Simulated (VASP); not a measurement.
# La2In8Ir (P1) in VASP: further runs

La2In8Ir is run at these levels: LDA; tasks: single point.

All numbers are computed with VASP 6.6.1; they aren't measurements. Logs are shortened: lines on timing, memory, paths and dates and some standing lists are left out, and cuts for length are marked.

## Step 1: The cell of the first run

The typed cell holds 11 atoms: a = 4.770 Å, b = 4.752 Å, c = 12.378 Å, α = 91.48°, β = 89.57°, γ = 88.88°.

## Step 2: Single point, LDA

Contents of INCAR:

```
PREC = Accurate
ENCUT = 520
EDIFF = 1E-6
ISMEAR = -1
SIGMA = 0.05
LREAL = F
LASPH = T
NELM = 100
ALGO = Normal
ISIF = 2
LWAVE = F
LCHARG = F
NBANDS = 78
```

Contents of KPOINTS:

```
regular mesh
0
Gamma
  3 3 2
```

Contents of POSCAR:

```
La2In8Ir
1.0
    4.7694490000      0.0466490000      0.0182840000
    0.0466490000      4.7509260000     -0.0614310000
    0.0478350000     -0.1607180000     12.3765260000
Ir La In
1 2 8
Direct
    0.0659338377      0.0329684015      0.4988811681
    0.0583160578      0.0343437987      0.8134510866
    0.9828868665      0.0226291826      0.2047577834
    0.4887237918      0.9790393728      0.0345268569
    0.0494078204      0.4562077149      0.0057549205
    0.0055489027      0.4371593008      0.6173878419
    0.5732462650      0.9583557411      0.6317934061
    0.0087972982      0.5500006330      0.3902530677
    0.5305259160     -0.0255136925      0.3773991613
    0.4725312784      0.5085364659      0.7947412821
    0.4803974326      0.4830317833      0.1879585224
```

Potentials or basis: VASP PAW LDA potentials, release 64 (Ir, La, In_d).

On the command line:

```bash
$ cat potpaw_LDA.64/Ir/POTCAR potpaw_LDA.64/La/POTCAR potpaw_LDA.64/In_d/POTCAR > POTCAR
$ mpirun -np 1 vasp_std > vasp.out
```

OUTCAR:

```text
PREC = Accurate
   ENCUT = 520
   EDIFF = 1E-6
   ISMEAR = -1
   LREAL = F
   LASPH = T
   NELM = 100
   ISIF = 2

 ion  position               nearest neighbor table
   1  0.066  0.033  0.499-   6 2.40   8 2.65   9 2.67   8 2.84   7 2.89   7 2.96   9 2.99   6 3.24

   2  0.058  0.034  0.813-  10 3.04   5 3.07   6 3.14  10 3.16   7 3.26   7 3.33   4 3.45  10 3.57
                             5 3.68   6 3.70  10 3.79
   3  0.983  0.023  0.205-   9 3.04   4 3.18   4 3.19  11 3.22   8 3.25  11 3.27   5 3.27   8 3.36
                             9 3.40  11 3.46  11 3.55   5 3.61
   4  0.489  0.979  0.035-  11 3.02  11 3.07   5 3.09   3 3.18   3 3.19   5 3.30   2 3.45   5 3.56
                             5 3.62  10 3.67  10 3.94
   5  0.049  0.456  0.006-  11 3.06   2 3.07   4 3.09   3 3.27   4 3.30  10 3.31  11 3.51   4 3.56
                             3 3.61   4 3.62   2 3.68  10 3.82
   6  0.006  0.437  0.617-   1 2.40   8 2.88   7 3.11   2 3.14  10 3.16   7 3.19   1 3.24  10 3.35
                             7 3.51   2 3.70   7 3.71
   7  0.573  0.958  0.632-   1 2.89   1 2.96  10 3.02   6 3.11   9 3.16   6 3.19   2 3.26  10 3.29
                             2 3.33   6 3.51   6 3.71
   8  0.009  0.550  0.390-   1 2.65   1 2.84   6 2.88   9 3.02   9 3.24   3 3.25  11 3.36   3 3.36
                            11 3.58   9 3.60   9 3.66
   9  0.531  0.974  0.377-   1 2.67   1 2.99   8 3.02   3 3.04   7 3.16   8 3.24  11 3.28   3 3.40
                            11 3.42   8 3.60   8 3.66
  10  0.473  0.509  0.795-   7 3.02   2 3.04   6 3.16   2 3.16   7 3.29   5 3.31   6 3.35   2 3.57
                             4 3.67   2 3.79   5 3.82   4 3.94
  11  0.480  0.483  0.188-   4 3.02   5 3.06   4 3.07   3 3.22   3 3.27   9 3.28   8 3.36   9 3.42
                             3 3.46   5 3.51   3 3.55   8 3.58

  LATTYP: Found a triclinic cell.
 ALAT       =     4.7515521416
 B/A-ratio  =     3.3249762989
 C/A-ratio  =     1.0038219153
 COS(alpha) =     0.0058262847
 COS(beta)  =     0.0195464983
 COS(gamma) =     0.6217778524

  Lattice vectors:

 A1 = (  -0.0466490000,  -4.7509260000,   0.0614310000)
 A2 = (  -0.0454630000,  -9.6625700000,  12.4993880000)
 A3 = (  -4.7694490000,  -0.0466490000,  -0.0182840000)

Analysis of symmetry for initial positions (statically):
=====================================================================
 Subroutine PRICEL returns:
 Original cell was already a primitive cell.

 Routine SETGRP: Setting up the symmetry group for a
 triclinic supercell.

 Subroutine GETGRP returns: Found  1 space group operations
 (whereof  1 operations were pure point group operations)
 out of a pool of  2 trial point group operations.
[... 129 lines left out ...]
   NELECT =     135.0000    total number of electrons
   NUPDOWN=      -1.0000    fix difference up-down
   EMIN   =  10.00;   EMAX   =-10.00  energy-range for DOS
   EFERMI =   0.00;   METHOD = LEGACY
   ISMEAR =    -1;   SIGMA  =   0.05  broadening in eV -4-tet -1-fermi 0-gaus
   EFERMI_NEDOS =   21; number of points for ismear=-14 and -15
   IALGO  =     38    algorithm
   IMIX   =      4    mixing-type and parameters
     AMIX     =   0.40;   BMIX     =  1.00
     AMIX_MAG =   1.60;   BMIX_MAG =  1.00
  volume/ion in A,a.u.               =      25.49       172.00
  Fermi-wavevector in a.u.,A,eV,Ry     =   1.283152  2.424806 22.401715  1.646480
  Thomas-Fermi vector in A             =   2.415422
   LORBIT       =      0    0 simple, 1 ext, 2 COOP (PROOUT), +10 PAW based schemes
   GGA     = CA    functional components
   LHFCALC =     F    Hartree Fock is set to
   AEXX    =    0.0000 exact exchange contribution
   IVDW    =     0    specifies the selected vdW correction
   LEPSILON=     F    determine dielectric tensor
   LRPA    =     F    only Hartree local field effects (RPA)
 non-spin polarized calculation
  energy-cutoff  :      520.00
  volume of cell :      280.36
 maximum number of plane-waves:      7582
   NGX = 17   NGY = 17   NGZ = 47

 number of electron     134.9999994 magnetization

 Free energy of the ion-electron system (eV)
  ---------------------------------------------------
  ext. energy  EPLUGINS =         0.00000000
  ---------------------------------------------------
  free energy    TOTEN  =       -50.26103617 eV

  energy without entropy =      -50.22072234  energy(sigma->0) =      -50.24087925

 E-fermi :   7.7996     XC(G=0): -10.7344

 val. band max:        7.7819341513   @ k =   0.0000   0.3333   0.5000
 cond. band min:       7.8326247308   @ k =  -0.3333   0.3333   0.5000
 fundamental gap:      0.0506905795
 Fermi energy:         7.7995542165

 k-point     1 :       0.0000    0.0000    0.0000
  band No.  band energies     occupation
      1     -24.7380      2.00000
      2     -24.4817      2.00000
      3      -8.7227      2.00000
      4      -8.6679      2.00000
      5      -8.5856      2.00000
      6      -8.5589      2.00000
[... 799 lines left out ...]
     77       9.7249      0.00000
     78       9.7488      0.00000

------------------------ aborting loop because EDIFF is reached ----------------------------------------

  FORCE on cell =-STRESS in cart. coord.  units (eV):
  Direction    XX          YY          ZZ          XY          YZ          ZX
  --------------------------------------------------------------------------------------
  -------------------------------------------------------------------------------------
  Total       -3.6113590      1.8423475     -2.2884806     -0.7141354      3.8599124     -2.1522433
  in kB      -20.6375206     10.5283038    -13.0777817     -4.0810076     22.0579073    -12.2992384
  external PRESSURE =      -7.7289995 kB  Pullay stress =       0.0000000 kB

 VOLUME and BASIS-vectors are now :
 -----------------------------------------------------------------------------
  energy-cutoff  :      520.00
  volume of cell :      280.36
      direct lattice vectors                 reciprocal lattice vectors
     4.769449000  0.046649000  0.018284000     0.209691279 -0.002069771 -0.000837330
     0.046649000  4.750926000 -0.061431000    -0.002069771  0.210541060  0.002742025
     0.047835000 -0.160718000 12.376526000    -0.000320053  0.001048080  0.080812964

 POSITION                                       TOTAL-FORCE (eV/Angst)
 -----------------------------------------------------------------------------------
      0.33987      0.07953      6.17360        -0.294562     -2.310400     -1.119841
      0.31865      0.03515     10.06665        -1.250277     -1.461882      0.145481
      4.69868      0.12045      2.55077         0.638704     -0.586966      0.073046
      2.37827      4.66859      0.37612         0.438429     -0.314081     -0.998727
      0.25720      2.16879      0.04410        -0.476436      1.081725      0.162304
      0.07639      1.97794      7.61436         0.102095      3.122226      1.635074
      2.80900      4.47828      7.77102        -0.490970      0.292715     -0.915390
      0.08628      2.55070      4.79635         0.416632     -1.136311     -0.404398
      2.59383      4.59381      4.62073        -0.376308      0.577418      0.721333
      2.31545      2.31033      9.81354         1.155930      0.166234      0.254056
      2.32276      2.28705      2.30538         0.136763      0.569321      0.447063
 -----------------------------------------------------------------------------------
    total drift:                                0.000189      0.001444     -0.000045

  FREE ENERGIE OF THE ION-ELECTRON SYSTEM (eV)
  ---------------------------------------------------
  free  energy   TOTEN  =       -50.2610361677 eV

  energy  without entropy=      -50.2207223381  energy(sigma->0) =      -50.24087925
```

OSZICAR:

```text
N       E                     dE             d eps       ncg     rms          rms(c)
DAV:   1     0.158270898620E+04    0.15827E+04   -0.57432E+04  1560   0.261E+03
[... 11 lines left out ...]
DAV:  13    -0.502609622179E+02    0.15037E-02   -0.77423E-03  2344   0.933E-01    0.243E-01
DAV:  14    -0.502610565000E+02   -0.94282E-04   -0.22694E-03  2840   0.311E-01    0.136E-01
DAV:  15    -0.502610611102E+02   -0.46102E-05   -0.25548E-04  2800   0.106E-01    0.103E-01
DAV:  16    -0.502610444235E+02    0.16687E-04   -0.46530E-05  2496   0.916E-02    0.679E-02
DAV:  17    -0.502610357094E+02    0.87141E-05   -0.69401E-05  2656   0.963E-02    0.259E-02
DAV:  18    -0.502610368761E+02   -0.11667E-05   -0.32055E-05  2120   0.540E-02    0.162E-02
DAV:  19    -0.502610361677E+02    0.70842E-06   -0.39512E-06  1456   0.284E-02
   1 F= -.50261036E+02 E0= -.50240879E+02  d E =-.403138E-01
```

Wall time 7.9 min (1 thread of Intel Xeon Platinum 8259CL at 2.50GHz (Skylake/Cascade Lake), shared host); peak memory 0.38 GiB.

Results:

- Free energy: -50.2610 eV
- Pressure: -0.8 GPa
- Largest force: 3.526 eV/Å

Forces in eV/Å, atoms in the order of the input:
```
Ir  -0.295 -2.310 -1.120
La  -1.250 -1.462  0.145
La   0.639 -0.587  0.073
In   0.438 -0.314 -0.999
In  -0.476  1.082  0.162
In   0.102  3.122  1.635
In  -0.491  0.293 -0.915
In   0.417 -1.136 -0.404
In  -0.376  0.577  0.721
In   1.156  0.166  0.254
In   0.137  0.569  0.447
```

Stress tensor (GPa, compression positive):
```
-2.06 -0.41 -1.23
-0.41  1.05  2.21
-1.23  2.21 -1.31
```

Caveat: the k points lie up to 0.44 Å⁻¹ apart; spin-orbit coupling is left out, which moves the levels of the heavy elements; forces of over 1 eV/Å act on the atoms, so gaps and moduli don't describe the material at rest.

## Step 3: Single point, LDA

Contents of INCAR:

```
PREC = Accurate ; ENCUT = 520
EDIFF = 1E-6 ; ISMEAR = -1
SIGMA = 0.05 ; LREAL = F
LASPH = T ; NELM = 100
ALGO = Normal ; ISIF = 2
LWAVE = F ; LCHARG = T
GGA = CA ; LELF = T
LVHAR = T ; NBANDS = 78
```

Contents of KPOINTS:

```
Automatic mesh
0
Gamma
  3 3 2
```

Contents of POSCAR:

```
La2In8Ir
1.0
    4.7694490000      0.0466490000      0.0182840000
    0.0466490000      4.7509260000     -0.0614310000
    0.0478350000     -0.1607180000     12.3765260000
Ir La In
1 2 8
Direct
    0.0824325755      0.0125738414      0.4972609621
    0.0767417003      0.0438798767      0.8166911652
    0.9820107181      0.0210543714      0.2078770171
    0.4969635105      0.9702326561      0.0305529097
    0.0415720985      0.4624316684      0.0077771853
   -0.0102971765      0.4312710192      0.6162119066
    0.5731204814      0.9686190533      0.6264447150
    0.0209015168      0.5836306490      0.3744014961
    0.5626379691     -0.0477898221      0.3899288824
    0.4707446024      0.4925788514      0.7926270681
    0.4629670434      0.4797670343      0.1922785666
```

Potentials or basis: VASP PAW LDA potentials, release 64 (Ir, La, In_d).

On the command line:

```bash
$ cat potpaw_LDA.64/Ir/POTCAR potpaw_LDA.64/La/POTCAR potpaw_LDA.64/In_d/POTCAR > POTCAR
$ mpirun -np 1 vasp_std > vasp.out
```

Wall time 8.1 min (1 thread of Intel Xeon Platinum 8259CL at 2.50GHz (Skylake/Cascade Lake), shared host); peak memory 0.39 GiB.

It converged, with:

```yaml
Free_energy: -49.6981 eV
Pressure: 0.2 GPa
Largest_force: 3.233 eV/Å
```

Forces on the atoms (eV/Å):
```
Ir  -0.290 -0.549  0.158
La  -1.894 -2.168 -0.008
La   0.673  0.135 -0.790
In   0.325 -0.186 -0.672
In  -0.403  1.006  0.213
In   0.355  2.512  0.443
In  -0.378 -0.124 -0.146
In   0.712 -3.142  0.275
In  -1.103  1.078  0.267
In   1.532  0.962  0.062
In   0.472  0.478  0.197
```

Stress tensor (GPa, compression positive):
```
-0.94  0.05 -1.37
 0.05  2.14  1.74
-1.37  1.74 -0.65
```

Levels at points of the mesh, in eV from the Fermi level:
```
           k point  band 64  band 65  band 66  band 67  band 68  band 69  band 70  band 71
(0.00, 0.00, 0.00)    -0.91    -0.62    -0.25    -0.16     0.46     0.48     0.72     1.36
(0.00, 0.00, 0.50)    -1.13    -0.94    -0.89     0.34     0.47     0.86     1.07     1.20
```

Caveat: the k points lie up to 0.44 Å⁻¹ apart; spin-orbit coupling is left out, which moves the levels of the heavy elements; forces of over 1 eV/Å act on the atoms, so gaps and moduli don't describe the material at rest.

## Step 4: Single point, LDA

Contents of INCAR:

```
SYSTEM = La2In8Ir
PREC = Accurate
ENCUT = 520
EDIFF = 1E-6
ISMEAR = -1
SIGMA = 0.05
LREAL = .FALSE.
LASPH = .TRUE.
NELM = 100
ALGO = Normal
ISIF = 2
LWAVE = .FALSE.
LCHARG = .FALSE.
GGA = CA
NBANDS = 78
```

Contents of KPOINTS:

```
regular mesh
0
G
  3 3 2
  0 0 0
```

Contents of POSCAR:

```
La2In8Ir
1.0
    4.7694490000      0.0466490000      0.0182840000
    0.0466490000      4.7509260000     -0.0614310000
    0.0478350000     -0.1607180000     12.3765260000
Ir La In
1 2 8
Direct
    0.0979402618     -0.0166042291      0.4953169610
    0.0752036745      0.0551616115      0.8157139256
    0.9951964925      0.0186793670      0.2072898582
    0.5060195199      0.9583311032      0.0216059157
    0.0259309697      0.4815768630      0.0066370504
   -0.0145414940      0.4481969300      0.6179152423
    0.5635958954      0.9876377037      0.6168246877
    0.0436137915      0.5903906709      0.3640035867
    0.5847034508     -0.0671406629      0.3987824018
    0.4839519781      0.4792001477      0.7909588011
    0.4529706179      0.4886225661      0.1934772696
```

On the command line:

```bash
$ cat potpaw_LDA.64/Ir/POTCAR potpaw_LDA.64/La/POTCAR potpaw_LDA.64/In_d/POTCAR > POTCAR
$ mpirun -np 1 vasp_std > vasp.out
```

Run time: 8.5 min. Hardware: 1 thread of Intel Xeon Platinum 8259CL at 2.50GHz (Skylake/Cascade Lake), shared host; peak memory 0.38 GiB.

Results (log left out):

| Quantity | Value |
| --- | --- |
| Free energy | -49.3563 eV |
| Pressure | 0.8 GPa |
| Largest force | 4.157 eV/Å |

Forces on the atoms (eV/Å):
```
Ir  -0.900  1.346  1.636
La  -1.899 -2.591 -0.070
La   0.085  0.851 -1.380
In   0.282  0.065 -0.385
In  -0.274  0.705  0.247
In   0.713  1.351 -0.642
In   0.050 -0.324  1.163
In   0.511 -4.099  0.465
In  -1.058  1.048 -0.829
In   1.444  1.526  0.065
In   1.047  0.123 -0.270
```

Stress tensor (GPa, compression positive):
```
-0.01  0.41 -0.99
 0.41  1.61  1.07
-0.99  1.07  0.78
```

Levels at points of the mesh, in eV from the Fermi level:
```csv
k point,band 65,band 66,band 67,band 68,band 69,band 70
"(0.00, 0.00, 0.00)",-0.59,-0.22,-0.18,0.44,0.45,0.85
"(0.00, 0.00, 0.50)",-0.94,-0.84,0.28,0.55,0.86,1.05
```

Caveat: the k points lie up to 0.44 Å⁻¹ apart; spin-orbit coupling is left out, which moves the levels of the heavy elements; forces of over 1 eV/Å act on the atoms, so gaps and moduli don't describe the material at rest.
